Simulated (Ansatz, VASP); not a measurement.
**Two plane-wave programs on Mg**

The input INCAR:

```
SYSTEM = Mg
PREC     = Accurate       ! precision mode
ENCUT    = 520            ! plane-wave cutoff, eV
EDIFF    = 1E-6           ! SCF threshold, eV
ISMEAR   = 0              ! smearing method
SIGMA    = 0.15           ! smearing width, eV
LREAL    = .False.        ! projectors in reciprocal space
LASPH    = .True.         ! aspherical terms in the spheres
NELM     = 100            ! most SCF steps
ALGO     = Fast           ! electronic algorithm
ISIF     = 2              ! what is computed and relaxed
LWAVE    = .False.        ! write WAVECAR
LCHARG   = .True.         ! write CHGCAR
GGA      = PS             ! functional
LELF     = .True.         ! ELF
LVHAR    = .True.       
NBANDS   = 9              ! bands
```

Contents of KPOINTS:

```
regular mesh
0
Gamma
  18 18 10
  0 0 0
```

POSCAR

```
Mg
1.0
    3.2092715325      0.0000000000      0.0000000000
   -1.6046357662      2.7793106748      0.0000000000
    0.0000000000      0.0000000000      5.2103300000
Mg
2
Direct
    0.2740699220      0.8285773174      0.2500000000
    0.6666666667      0.3333333333      0.7500000000
```

Input for Ansatz:

```yaml
crystal:
  lattice:
    - [3.2092715325, 0.0, 0.0]
    - [-1.6046357662, 2.7793106748, 0.0]
    - [0.0, 0.0, 5.21033]
  atoms:
    - { symbol: Mg, position: [0.274069922, 0.8285773174, 0.25] }
    - { symbol: Mg, position: [0.6666666667, 0.3333333333, 0.75] }
basis:
  ecutwfc: 420
kpoints:
  mp_grid: { grid: [18, 18, 10] }
hamiltonian:
  xc: pbesol
scf:
  occupations: { method: gaussian, width: 0.15 }
output:
  forces: true
  stress: true
  eigenvalues: true
  write_density: true
  write_potential: true
  elf: true
  volumetric_format: npy
```

Alike in both runs: task single point; functional PBEsol; k mesh 18 × 18 × 10; occupations gaussian, width 0.15 eV; no spin polarisation.

```csv
,VASP,Ansatz
version,VASP 6.6.1,Ansatz 0.2.0
potentials or method,"VASP PAW PBE potentials, release 64 (Mg), cutoff 520 eV","scalar-relativistic, plane waves, PAW"
valence electrons in the cell,4,20
```

|  | VASP | Ansatz | Ansatz less VASP |
| --- | --- | --- | --- |
| gap on the k mesh at the Fermi level (eV) | none | none | - |
| pressure (GPa) | -0.6 | -0.6 | +0.05 |
| traceless stress, the component that is largest in VASP (GPa) | -1.46 | -1.46 | +0.009 |
| rms of the force components (eV/Å) | 0.144 | 0.143 | -0.0008 |

VASP's potentials were made for PBE, not for PBEsol. Atom by atom the forces differ by 0.001 eV/Å (rms over components). A gap of «none» marks a metal or a gap that the smearing closes. VASP's potentials hold 4 valence electrons a cell and Ansatz's 20, so a difference there can come from the potentials and not from the codes.
